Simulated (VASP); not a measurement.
Set up this calculation in VASP 6.6.1, as the native input.

```
Task                   : single point
Functional             : PBE
Potentials or basis    : VASP PAW PBE potentials, release 64 (Ti_sv, Mo_sv, Se)
Cutoff                 : 520 eV
k mesh                 : 3 × 3 × 3
Occupations            : gaussian, width 0.15 eV
Spin                   : collinear spin, ferromagnetic start
Starting moments       : [1.0, 1.0, 0.0, 0.0, 0.0, 0.0] μB
Dipole correction      : no
Further INCAR settings : ALGO = Normal; EDIFF = 1e-06; NBANDS = 38
```

The structure of TiMoSe4 lies in POSCAR:

```
TiMoSe4
1.0
    0.0000000000      3.8959108949      3.8959108949
    3.8959108949      0.0000000000      3.8959108949
    3.8959108949      3.8959108949      0.0000000000
Ti Mo Se
1 1 4
Direct
    0.2500000000      0.2500000000      0.2500000000
    0.0000000000      0.0000000000      0.0000000000
    0.6248098022      0.1255705934      0.6248098022
    0.1255705934      0.6248098022      0.6248098022
    0.6248098022      0.6248098022      0.6248098022
    0.6248098022      0.6248098022      0.1255705934
```

The input as run:

INCAR

```
SYSTEM = TiMoSe4
  PREC = Accurate
  ENCUT = 520
  EDIFF = 1E-6
  ISMEAR = 0
  SIGMA = 0.15
  LREAL = .False.
  LASPH = .True.
  NELM = 150
  ALGO = Normal
  ISIF = 2
  LWAVE = .False.
  LCHARG = .False.
  ISPIN = 2
  MAGMOM = 1 1 0 0 0 0
  LORBIT = 11
  LMAXMIX = 4
  GGA = PE
  NBANDS = 38
```

KPOINTS

```
regular mesh
0
Gamma
  3 3 3
  0 0 0
```

Potentials or basis: VASP PAW PBE potentials, release 64 (Ti_sv, Mo_sv, Se).

The run is started by

```bash
$ cat potpaw_PBE.64/Ti_sv/POTCAR potpaw_PBE.64/Mo_sv/POTCAR potpaw_PBE.64/Se/POTCAR > POTCAR
$ mpirun -np 1 vasp_std > vasp.out
```

Results of the run:

```
Pressure                                              : 0.0 GPa
Largest force                                         : 0.022 eV/Å
Net moment                                            : 1.07 μB per cell
Site moments                                          : Ti -0.73; Mo +1.68; Se -0.01 μB
Valence electrons inside the program's atomic spheres : Ti 9.99; Mo 12.03; Se 3.74
```

Caveat: the k points lie up to 0.47 Å⁻¹ apart.

Run time: 54 s on 1 thread of AMD EPYC 9R45 96-Core Processor (Zen 5), with other jobs on the host, peak memory 0.29 GiB.
